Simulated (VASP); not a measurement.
# Al6H in VASP: further runs

The runs below take Al6H through single point, with PBE.

Program: VASP 6.6.1. These are calculated values, not measurements. Logs are shortened: lines on timing, memory, paths and dates and some standing lists are left out, and cuts for length are marked.

**1. The cell of the first run**

The cell holds a slab with vacuum, 14 atoms: a = 5.714 Å, b = 5.714 Å, c = 22.602 Å, α = 90.00°, β = 90.00°, γ = 120.00°.

**2. Single point, PBE**

INCAR

```
PREC = Accurate ; ENCUT = 520
EDIFF = 1E-6 ; ISMEAR = 0
SIGMA = 0.1 ; LREAL = F
LASPH = T ; NELM = 100
ALGO = Normal ; ISIF = 2
LWAVE = F ; LCHARG = F
LDIPOL = T ; IDIPOL = 3
DIPOL = 0.5 0.5 0.298 ; GGA = PE
NBANDS = 32
```

KPOINTS

```
Automatic mesh
0
Gamma
  6 6 1
```

POSCAR

```
Al6H
1.0
    5.7143028096      0.0000000000      0.0000000000
   -2.8571514048      4.9487313980      0.0000000000
    0.0000000000      0.0000000000     22.6016424636
Al H
12 2
Direct
    0.3333333333      0.1666666667      0.1769782885
    0.3333333333      0.6666666667      0.1769782885
    0.8333333333      0.1666666667      0.1769782885
    0.8333333333      0.6666666667      0.1769782885
    0.1666666667      0.3333333333      0.2787817904
    0.1666666667      0.8333333333      0.2787817904
    0.6666666667      0.3333333333      0.2787817904
    0.6666666667      0.8333333333      0.2787817904
    0.0000000000      0.0000000000      0.3805759903
    0.0000000000      0.5000000000      0.3805759903
    0.5000000000      0.0000000000      0.3805759903
    0.5000000000      0.5000000000      0.3805759903
    0.1370922758      0.2741845515      0.4146443109
    0.3629077242      0.7258154485      0.4146443109
```

Potentials or basis: VASP PAW PBE potentials, release 64 (Al, H).

On the command line:

```sh
$ cat potpaw_PBE.64/Al/POTCAR potpaw_PBE.64/H/POTCAR > POTCAR
$ mpirun -np 1 vasp_std > vasp.out
```

OUTCAR:

```text
PREC = Accurate
   ENCUT = 520
   EDIFF = 1E-6
   ISMEAR = 0
   LREAL = F
   LASPH = T
   NELM = 100
   ISIF = 2
   GGA = PE

 ion  position               nearest neighbor table
   1  0.333  0.167  0.177-   5 2.83   6 2.83   7 2.83   4 2.86   2 2.86   2 2.86   4 2.86   3 2.86
                             3 2.86
   2  0.333  0.667  0.177-   6 2.83   5 2.83   8 2.83   3 2.86   1 2.86   1 2.86   3 2.86   4 2.86
                             4 2.86
   3  0.833  0.167  0.177-   7 2.83   8 2.83   5 2.83   4 2.86   2 2.86   4 2.86   2 2.86   1 2.86
                             1 2.86
   4  0.833  0.667  0.177-   8 2.83   7 2.83   6 2.83   3 2.86   1 2.86   3 2.86   1 2.86   2 2.86
                             2 2.86
   5  0.167  0.333  0.279-   9 2.83  12 2.83  10 2.83   1 2.83   2 2.83   3 2.83   8 2.86   6 2.86
                             6 2.86   8 2.86   7 2.86   7 2.86
   6  0.167  0.833  0.279-  10 2.83  11 2.83   9 2.83   2 2.83   1 2.83   4 2.83   7 2.86   5 2.86
                             5 2.86   7 2.86   8 2.86   8 2.86
   7  0.667  0.333  0.279-  11 2.83  10 2.83  12 2.83   3 2.83   4 2.83   1 2.83   8 2.86   6 2.86
                             8 2.86   6 2.86   5 2.86   5 2.86
   8  0.667  0.833  0.279-  12 2.83   9 2.83  11 2.83   4 2.83   3 2.83   2 2.83   7 2.86   5 2.86
                             7 2.86   5 2.86   6 2.86   6 2.86
   9  0.000  0.000  0.381-  13 1.56   5 2.83   8 2.83   6 2.83  12 2.86  10 2.86  10 2.86  12 2.86
                            11 2.86  11 2.86
  10  0.000  0.500  0.381-  14 1.97  13 1.97   6 2.83   7 2.83   5 2.83   9 2.86  11 2.86   9 2.86
                            11 2.86  12 2.86  12 2.86
  11  0.500  0.000  0.381-  14 1.56   7 2.83   6 2.83   8 2.83  12 2.86  10 2.86  12 2.86  10 2.86
                             9 2.86   9 2.86
  12  0.500  0.500  0.381-  13 1.97  14 1.97   8 2.83   5 2.83   7 2.83   9 2.86  11 2.86  11 2.86
                             9 2.86  10 2.86  10 2.86
  13  0.137  0.274  0.415-   9 1.56  12 1.97  10 1.97
  14  0.363  0.726  0.415-  11 1.56  10 1.97  12 1.97

  LATTYP: Found a hexagonal cell.
 ALAT       =     5.7143028096
 C/A-ratio  =     3.9552755982

  Lattice vectors:

 A1 = (   5.7143028096,   0.0000000000,   0.0000000000)
 A2 = (  -2.8571514048,   4.9487313980,   0.0000000000)
 A3 = (   0.0000000000,   0.0000000000,  22.6016424636)

Analysis of symmetry for initial positions (statically):
=====================================================================
 Subroutine PRICEL returns:
 Original cell was already a primitive cell.

 Routine SETGRP: Setting up the symmetry group for a
 hexagonal supercell.

 Subroutine GETGRP returns: Found  2 space group operations
 (whereof  2 operations were pure point group operations)
 out of a pool of 24 trial point group operations.

The static configuration has the point symmetry C_1h.

Analysis of symmetry for dynamics (positions and initial velocities):
=====================================================================
 Subroutine PRICEL returns:
 Original cell was already a primitive cell.

 Routine SETGRP: Setting up the symmetry group for a
 hexagonal supercell.

 Subroutine GETGRP returns: Found  2 space group operations
 (whereof  2 operations were pure point group operations)
 out of a pool of 24 trial point group operations.

The dynamic configuration has the point symmetry C_1h.

 Subroutine INISYM returns: Found  2 space group operations
 (whereof  2 operations are pure point group operations),
 and found     1 'primitive' translations

----------------------------------------------------------------------------------------

                                     Primitive cell

  volume of cell :     639.1417

  direct lattice vectors                    reciprocal lattice vectors
     5.714302810  0.000000000  0.000000000     0.174999476  0.101035995  0.000000000
    -2.857151405  4.948731398  0.000000000     0.000000000  0.202071990  0.000000000
     0.000000000  0.000000000 22.601642464     0.000000000  0.000000000  0.044244572

  length of vectors
     5.714302810  5.714302810 22.601642464     0.202071990  0.202071990  0.044244572

  position of ions in fractional coordinates (direct lattice)
     0.333333333  0.166666667  0.176978289
     0.333333333  0.666666667  0.176978289
     0.833333333  0.166666667  0.176978289
     0.833333333  0.666666667  0.176978289
     0.166666667  0.333333333  0.278781790
     0.166666667  0.833333333  0.278781790
     0.666666667  0.333333333  0.278781790
     0.666666667  0.833333333  0.278781790
     0.000000000  0.000000000  0.380575990
     0.000000000  0.500000000  0.380575990
     0.500000000  0.000000000  0.380575990
     0.500000000  0.500000000  0.380575990
     0.137092276  0.274184551  0.414644311
     0.362907724  0.725815449  0.414644311

  ion indices of the primitive-cell ions
   primitive index   ion index
                 1           1
                 2           2
                 3           3
                 4           4
                 5           5
                 6           6
                 7           7
                 8           8
                 9           9
                10          10
                11          11
                12          12
                13          13
                14          14

----------------------------------------------------------------------------------------

 KPOINTS: Automatic mesh

Automatic generation of k-mesh.
 Grid dimensions read from file:
 generate k-points for:    6    6    1

 Generating k-lattice:

  Cartesian coordinates                     Fractional coordinates (reciprocal lattice)
     0.029166579  0.016839332  0.000000000     0.166666667 -0.000000000  0.000000000
     0.000000000  0.033678665  0.000000000     0.000000000  0.166666667  0.000000000
     0.000000000  0.000000000  0.044244572     0.000000000  0.000000000  1.000000000

  Length of vectors
     0.033678665  0.033678665  0.044244572

  Shift w.r.t. Gamma in fractional coordinates (k-lattice)
     0.000000000  0.000000000  0.000000000

 Subroutine IBZKPT returns following result:
 ===========================================

 Found     13 irreducible k-points:

 Following reciprocal coordinates:
            Coordinates               Weight
  0.000000  0.000000  0.000000      1.000000
  0.166667  0.000000  0.000000      4.000000
  0.000000  0.166667  0.000000      2.000000
  0.333333 -0.000000  0.000000      4.000000
  0.000000  0.333333  0.000000      2.000000
  0.500000  0.000000  0.000000      2.000000
  0.000000  0.500000  0.000000      1.000000
  0.166667  0.166667  0.000000      4.000000
 -0.333333  0.166667  0.000000      2.000000
  0.333333  0.166667  0.000000      4.000000
 -0.166667  0.500000  0.000000      4.000000
  0.500000  0.333333  0.000000      4.000000
  0.333333  0.333333  0.000000      2.000000
   k-points           NKPTS =     13   k-points in BZ     NKDIM =     13   number of bands    NBANDS=     32
   number of dos      NEDOS =    301   number of ions     NIONS =     14
   total plane-waves  NPLWV = 296352
   dimension x,y,z NGX =    42 NGY =   42 NGZ =  168
   dimension x,y,z NGXF=    84 NGYF=   84 NGZF=  336
   ions per type =              12   2
   NGX,Y,Z   is equivalent  to a cutoff of  12.22, 12.22, 12.36 a.u.
   NGXF,Y,Z  is equivalent  to a cutoff of  24.44, 24.44, 24.71 a.u.
 SYSTEM =  unknown system
   PREC   = accura    normal or accurate (medium, high low for compatibility)
   ISTART =      0    job   : 0-new  1-cont  2-samecut
   ICHARG =      2    charge: 1-file 2-atom 10-const
   ISPIN  =      1    spin polarized calculation?
   LNONCOLLINEAR =      F non collinear calculations
   LSORBIT =      F    spin-orbit coupling
   LASPH  =      T    aspherical Exc in radial PAW
   ENCUT  =  520.0 eV  38.22 Ry    6.18 a.u.  10.62 10.62 42.02*2*pi/ulx,y,z
   NELM   =    100;   NELMIN=  2; NELMDL= -5     # of ELM steps
   EDIFF  = 0.1E-05   stopping-criterion for ELM
   LREAL  =      F    real-space projection
   EDIFFG = 0.1E-04   stopping-criterion for IOM
   NSW    =      0    number of steps for IOM
   IBRION =     -1    ionic relax: 0-MD 1-quasi-New 2-CG
   NFREE  =      0    steps in history (QN), initial steepest desc. (CG)
   ISIF   =      2    stress and relaxation
   ISYM   =      2    0-nonsym 1-usesym 2-fastsym
   POTIM  = 0.5000    time-step for ionic-motion
   TEBEG  =    0.0;   TEEND  =   0.0 temperature during run
   PSTRESS=    0.0 pullay stress
   NELECT =      38.0000    total number of electrons
   NUPDOWN=      -1.0000    fix difference up-down
   EMIN   =  10.00;   EMAX   =-10.00  energy-range for DOS
   EFERMI =   0.00;   METHOD = LEGACY
   ISMEAR =     0;   SIGMA  =   0.10  broadening in eV -4-tet -1-fermi 0-gaus
   EFERMI_NEDOS =   21; number of points for ismear=-14 and -15
   IALGO  =     38    algorithm
   IMIX   =      4    mixing-type and parameters
     AMIX     =   0.40;   BMIX     =  1.00
     AMIX_MAG =   1.60;   BMIX_MAG =  1.00
  volume/ion in A,a.u.               =      45.65       308.08
  Fermi-wavevector in a.u.,A,eV,Ry     =   0.638955  1.207450  5.554763  0.408264
  Thomas-Fermi vector in A             =   1.704469
   LORBIT       =      0    0 simple, 1 ext, 2 COOP (PROOUT), +10 PAW based schemes
   GGA     = PE    functional components
   LHFCALC =     F    Hartree Fock is set to
   AEXX    =    0.0000 exact exchange contribution
   IVDW    =     0    specifies the selected vdW correction
   LEPSILON=     F    determine dielectric tensor
   LRPA    =     F    only Hartree local field effects (RPA)
 non-spin polarized calculation
 Gauss-broadening in eV      SIGMA  =   0.10
  energy-cutoff  :      520.00
  volume of cell :      639.14
 maximum number of plane-waves:     17305
   NGX = 21   NGY = 21   NGZ = 85

 dipolmoment           0.000000      0.000000      0.019956 electrons x Angstroem

 number of electron      38.0000001 magnetization

 dipolmoment           0.000000      0.000000     -0.031598 electrons x Angstroem

 Free energy of the ion-electron system (eV)
  ---------------------------------------------------
  ext. energy  EPLUGINS =         0.00000000
  ---------------------------------------------------
  free energy    TOTEN  =       -47.69302074 eV

  energy without entropy =      -47.66657111  energy(sigma->0) =      -47.67979593

 E-fermi :   0.0119     XC(G=0):  -3.9832

 val. band max:        0.0004445171   @ k =  -0.3333   0.1667   0.0000
 cond. band min:       0.0232885327   @ k =   0.0000   0.5000   0.0000
 fundamental gap:      0.0228440156
 Fermi energy:         0.0118801915

 k-point     1 :       0.0000    0.0000    0.0000
  band No.  band energies     occupation
      1     -11.0167      2.00000
      2      -9.7160      2.00000
      3      -7.3700      2.00000
      4      -6.8395      2.00000
      5      -5.2111      2.00000
      6      -4.8234      2.00000
[... 23 lines left out ...]
     30       2.7353      0.00000
     31       3.5474      0.00000
[... 376 lines left out ...]
  band No.  band energies     occupation
      1      -9.7168      2.00000
      2      -8.9679      2.00000
      3      -8.6772      2.00000
      4      -8.0774      2.00000
      5      -7.6931      2.00000
      6      -7.0085      2.00000
[... 23 lines left out ...]
     30       3.1864      0.00000
     31       3.4633      0.00000
 [bands above 31 left out]

------------------------ aborting loop because EDIFF is reached ----------------------------------------

 vacuum level on the upper side and lower side of the slab       (xc-potential included)        -0.163         0.072

  FORCE on cell =-STRESS in cart. coord.  units (eV):
  Direction    XX          YY          ZZ          XY          YZ          ZX
  --------------------------------------------------------------------------------------
  -------------------------------------------------------------------------------------
  Total       -0.3363731      2.3919866      2.1613294      0.0000000     -0.3890180      0.0000000
  in kB       -0.8432079      5.9961460      5.4179428      0.0000000     -0.9751764      0.0000000
  external PRESSURE =       3.5236270 kB  Pullay stress =       0.0000000 kB

 VOLUME and BASIS-vectors are now :
 -----------------------------------------------------------------------------
  energy-cutoff  :      520.00
  volume of cell :      639.14
      direct lattice vectors                 reciprocal lattice vectors
     5.714302810  0.000000000  0.000000000     0.174999476  0.101035995  0.000000000
    -2.857151405  4.948731398  0.000000000     0.000000000  0.202071990  0.000000000
     0.000000000  0.000000000 22.601642464     0.000000000  0.000000000  0.044244572

 POSITION                                       TOTAL-FORCE (eV/Angst)
 -----------------------------------------------------------------------------------
      1.42858      0.82479      4.00000         0.001332     -0.037980     -0.078203
     -0.00000      3.29915      4.00000         0.000000      0.010529     -0.006506
      4.28573      0.82479      4.00000        -0.001332     -0.037980     -0.078203
      2.85715      3.29915      4.00000         0.000000      0.062680     -0.099031
      0.00000      1.64958      6.30093         0.000000      0.012986      0.107736
     -1.42858      4.12394      6.30093         0.020823      0.009056      0.140028
      2.85715      1.64958      6.30093        -0.000000      0.096331     -0.069731
      1.42858      4.12394      6.30093        -0.020823      0.009056      0.140028
      0.00000      0.00000      8.60164        -0.000000     -1.685480     -0.940042
     -1.42858      2.47437      8.60164        -0.693924     -0.081831     -0.140867
      2.85715      0.00000      8.60164         0.000000      1.865297     -1.071429
      1.42858      2.47437      8.60164         0.693924     -0.081831     -0.140867
      0.00000      1.35687      9.37164         0.000000      1.547527      1.238855
     -0.00000      3.59187      9.37164         0.000000     -1.688360      0.998232
 -----------------------------------------------------------------------------------
    total drift:                               -0.000000     -0.000110      0.000159

  FREE ENERGIE OF THE ION-ELECTRON SYSTEM (eV)
  ---------------------------------------------------
  free  energy   TOTEN  =       -47.6930207399 eV

  energy  without entropy=      -47.6665711138  energy(sigma->0) =      -47.67979593

 vacuum level on the upper side and lower side of the slab         3.639         3.839
```

It took 5.8 min on 1 thread of Intel Xeon Platinum 8488C (Sapphire Rapids), shared host; peak memory 0.72 GiB.

What came out:

| Property | Result |
| --- | --- |
| Free energy | -47.6930 eV |
| Largest force | 2.151 eV/Å |
| Band gap on the k mesh | zero (bands 19 and 20 overlap by 1.20 eV) |

Forces in eV/Å, atoms in the order of the input:
```
Al   0.001 -0.038 -0.078
Al   0.000  0.011 -0.007
Al  -0.001 -0.038 -0.078
Al   0.000  0.063 -0.099
Al   0.000  0.013  0.108
Al   0.021  0.009  0.140
Al   0.000  0.096 -0.070
Al  -0.021  0.009  0.140
Al   0.000 -1.685 -0.940
Al  -0.694 -0.082 -0.141
Al   0.000  1.865 -1.071
Al   0.694 -0.082 -0.141
H    0.000  1.548  1.239
H    0.000 -1.688  0.998
```

Levels at points of the mesh, in eV from the Fermi level:
| k point | band 15 | band 16 | band 17 | band 18 | band 19 | band 20 | band 21 | band 22 | band 23 | band 24 |
| --- | --- | --- | --- | --- | --- | --- | --- | --- | --- | --- |
| (0.00, 0.00, 0.00) | -2.96 | -2.89 | -1.85 | -1.13 | -0.68 | -0.63 | -0.36 | -0.34 | 0.18 | 1.51 |
| (0.50, 0.00, 0.00) | -0.95 | -0.66 | -0.56 | -0.37 | 0.10 | 0.62 | 0.79 | 0.94 | 1.16 | 1.36 |
| (0.00, 0.50, 0.00) | -1.17 | -0.63 | -0.59 | -0.41 | 0.01 | 0.43 | 0.71 | 1.05 | 1.20 | 1.46 |

**3. Single point, PBE**

INCAR

```
ALGO     = Normal         # electronic algorithm
DIPOL    = 0.5 0.5 0.302
EDIFF    = 1E-6           # SCF threshold, eV
ENCUT    = 520            # plane-wave cutoff, eV
GGA      = PE             # functional
IDIPOL   = 3            
ISIF     = 2              # what is computed and relaxed
ISMEAR   = 0              # smearing method
LASPH    = T              # aspherical terms in the spheres
LCHARG   = T              # write CHGCAR
LDIPOL   = T            
LELF     = T              # ELF
LREAL    = F              # projectors in reciprocal space
LVACPOTAV= T            
LVHAR    = T            
LWAVE    = F              # write WAVECAR
NBANDS   = 32             # bands
NELM     = 60             # most SCF steps
PREC     = Accurate       # precision mode
SIGMA    = 0.1            # smearing width, eV
```

KPOINTS

```
k-points
0
Gamma
  6 6 1
```

Changes to POSCAR since step 2:

```diff
@@ -20,3 +20,3 @@
     0.5000000000      0.5000000000      0.3805759903
-    0.1370922758      0.2741845515      0.4146443109
-    0.3629077242      0.7258154485      0.4146443109
+    0.1370922758      0.2741845515      0.4429608370
+    0.3629077242      0.7258154485      0.4429608370
```

Potentials or basis: VASP PAW PBE potentials, release 64 (Al, H).

On the command line:

```sh
$ cat potpaw_PBE.64/Al/POTCAR potpaw_PBE.64/H/POTCAR > POTCAR
$ mpirun -np 1 vasp_std > vasp.out
```

Wall time 5.9 min (1 thread of Intel Xeon Platinum 8488C (Sapphire Rapids), shared host); peak memory 0.72 GiB.

Results (log left out):

```
Free energy            : -47.6843 eV
Largest force          : 1.009 eV/Å
Band gap on the k mesh : zero (bands 19 and 20 overlap by 1.19 eV)
```

Forces in eV/Å, atoms in the order of the input:
```
Al   0.066 -0.044 -0.146
Al   0.000  0.062 -0.020
Al  -0.066 -0.044 -0.146
Al   0.000 -0.005 -0.245
Al   0.000 -0.044  0.357
Al   0.010 -0.007  0.090
Al   0.000  0.145 -0.214
Al  -0.010 -0.007  0.090
Al   0.000  0.416  0.639
Al  -0.082 -0.078  0.446
Al   0.000 -0.270  0.531
Al   0.082 -0.078  0.446
H    0.000 -0.304 -0.850
H    0.000  0.258 -0.975
```

Levels at points of the mesh, in eV from the Fermi level:
```csv
k point,band 16,band 17,band 18,band 19,band 20,band 21
"(0.00, 0.00, 0.00)",-2.77,-1.83,-1.20,-0.50,-0.47,-0.23
"(0.50, 0.00, 0.00)",-0.55,-0.45,-0.26,0.06,0.39,0.90
"(0.00, 0.50, 0.00)",-0.54,-0.46,-0.29,0.01,0.29,0.85
```
